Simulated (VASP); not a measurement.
A run of VASP 6.6.1 is set up as follows.

The input INCAR:

```
ALGO = Normal
EDIFF = 1E-7
ENCUT = 520
GGA = PE
ISIF = 2
ISMEAR = 0
LASPH = True
LCHARG = False
LREAL = False
LWAVE = False
NBANDS = 12
NELM = 80
PREC = Accurate
SIGMA = 0.01
```

Contents of KPOINTS:

```
k-points
0
Gamma
  8 8 8
```

The input POSCAR:

```
LiF
1.0
    0.0000000000      1.9948717375      1.9948717375
    1.9948717375      0.0000000000      1.9948717375
    1.9948717375      1.9948717375      0.0000000000
Li F
1 1
Direct
    0.0000000000      0.0000000000      0.0000000000
    0.5000000000      0.5000000000      0.5000000000
```

Potentials or basis: VASP PAW PBE potentials, release 64 (Li_sv, F).

Command:

```bash
$ cat potpaw_PBE.64/Li_sv/POTCAR potpaw_PBE.64/F/POTCAR > POTCAR
$ mpirun -np 1 vasp_std > vasp.out
```

**Question.** What does it give for the band gap on the k mesh?

**Answer.** 9.35 eV.

 A k mesh can miss the band edges.
